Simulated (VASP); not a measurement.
SnO (Romarchite): single point with PBE+D3(BJ)

SnO (Romarchite):

```
Sn O
1.0
     3.83656    0.00000    0.00000
     0.00000    3.83656    0.00000
     0.00000    0.00000    4.75945
Sn O
2 2
Direct
  0.50000 0.00000 0.24347
  0.00000 0.50000 0.75653
  0.00000 0.00000 0.00000
  0.50000 0.50000 0.00000
```

```yaml
Program: VASP 6.6.1
Task: single point
Functional: PBE
Dispersion: D3(BJ)
Potentials_or_basis: VASP PAW PBE potentials, release 64 (Sn_d, O)
Cutoff: 520 eV
k_mesh: 12 × 12 × 10
Occupations: gaussian, width 0.1 eV
Spin: no spin polarisation
Dipole_correction: no
Further_INCAR_settings: ALGO = Normal; EDIFF = 1e-06; NBANDS = 28
```

| Quantity | Value |
| --- | --- |
| Pressure | 0.2 GPa |
| Largest force | 0.075 eV/Å |
| Band gap on the k mesh | zero (filled and empty bands overlap) |
| Dispersion energy per atom | -0.235 eV |

Forces on the atoms (eV/Å):
```
Sn   0.000  0.000  0.075
Sn   0.000  0.000 -0.075
O    0.000  0.000  0.000
O    0.000  0.000  0.000
```

Levels at points of the mesh, in eV from the Fermi level:
```tsv
k point	band 18	band 19	band 20	band 21	band 22	band 23
(0.00, 0.00, 0.00)	-3.12	-3.12	-0.07	2.09	4.46	4.46
(0.50, 0.00, 0.00)	-4.76	-2.74	-2.74	3.22	3.22	5.73
(0.50, 0.50, 0.00)	-2.47	-1.93	-1.93	-0.07	-0.07	4.48
(0.00, 0.00, 0.50)	-3.14	-3.07	-2.15	1.65	2.75	2.75
(0.50, 0.00, 0.50)	-4.71	-1.74	-1.74	2.63	2.63	5.21
(0.50, 0.50, 0.50)	-2.80	-2.47	-2.47	2.27	2.27	4.16
```

It took 9 min on 1 thread of AMD EPYC 7R13, on a shared host, peak memory 0.35 GiB.

Caveat: spin-orbit coupling is left out, which moves the levels of the heavy elements; pairwise dispersion overbinds metals, which lowers pressure and volume.
